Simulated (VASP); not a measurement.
Write the native input for VASP 6.6.1 that does the following.

* Task: single point
* Functional: PBE
* Dispersion: D3(BJ)
* Potentials or basis: VASP PAW PBE potentials, release 64 (Li_sv)
* Cutoff: 520 eV
* k mesh: 18 × 18 × 18
* Occupations: gaussian, width 0.15 eV
* Spin: no spin polarisation
* Dipole correction: no
* Further INCAR settings: ALGO = Normal; EDIFF = 1e-07; NBANDS = 8

The structure of Li lies in POSCAR:

```
Li
1.0
    0.0000000000      2.0368500000      2.2020000000
    2.2020000000      0.0000000000      2.2020000000
    2.2020000000      2.0368500000      0.0000000000
Li
1
Direct
    0.0000000000      0.0000000000      0.0000000000
```

This cell differs from its parent crystal: strain -0.0750 x Voigt [0, 1, 0, 0, 0, 0].

The input as run:

INCAR

```
PREC = Accurate
ENCUT = 520
EDIFF = 1E-7
ISMEAR = 0
SIGMA = 0.15
LREAL = False
LASPH = True
NELM = 80
ALGO = Normal
ISIF = 2
LWAVE = False
LCHARG = False
GGA = PE
IVDW = 12
NBANDS = 8
```

KPOINTS

```
Automatic mesh
0
Gamma
  18 18 18
```

Potentials or basis: VASP PAW PBE potentials, release 64 (Li_sv).

Launch:

```bash
$ cat potpaw_PBE.64/Li_sv/POTCAR > POTCAR
$ mpirun -np 1 vasp_std > vasp.out
```

Results of the run:

```yaml
Dispersion_energy_per_atom: -0.173 eV
```

Caveat: the cell differs from its parent crystal (strain -0.0750 x Voigt [0, 1, 0, 0, 0, 0]).

It took 35 s on 1 thread of AMD EPYC 9R14 (Zen 4), on a shared host, peak memory 0.15 GiB.
